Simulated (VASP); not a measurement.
**Cd: single point with PBEsol**

Crystal: Cd.

```xyz
1
Lattice="2.9074 0.0000 0.0000 0.0000 2.9074 0.0000 0.0000 0.0000 2.9074" Properties=species:S:1:pos:R:3 pbc="T T T"
Cd    0.0000    0.0000    0.0000
```

| Quantity | Value |
| --- | --- |
| Program | VASP 6.6.1 |
| Task | single point |
| Functional | PBEsol |
| Potentials or basis | VASP PAW PBE potentials, release 64 (Cd) |
| Cutoff | 520 eV |
| k mesh | 15 × 15 × 15 |
| Occupations | fermi-dirac, width 0.05 eV |
| Spin | no spin polarisation |

- Pressure: 0.3 GPa
- Band gap on the k mesh: zero (band 6 reaches 5.87 eV, above the bottom of band 7 at 0.00 eV)

Levels at points of the mesh, in eV from the Fermi level:
| k point | band 4 | band 5 | band 6 | band 7 | band 8 | band 9 |
| --- | --- | --- | --- | --- | --- | --- |
| (0.00, 0.00, 0.00) | -8.06 | -8.06 | -7.94 | 10.31 | 10.31 | 10.31 |

Wall time 7.9 s on 1 thread of Intel(R) Xeon(R) 6975P-C (Granite Rapids) (shared host), peak memory 0.16 GiB.

Caveat: the PAW data sets were made with another functional, which shifts forces and pressure a little.
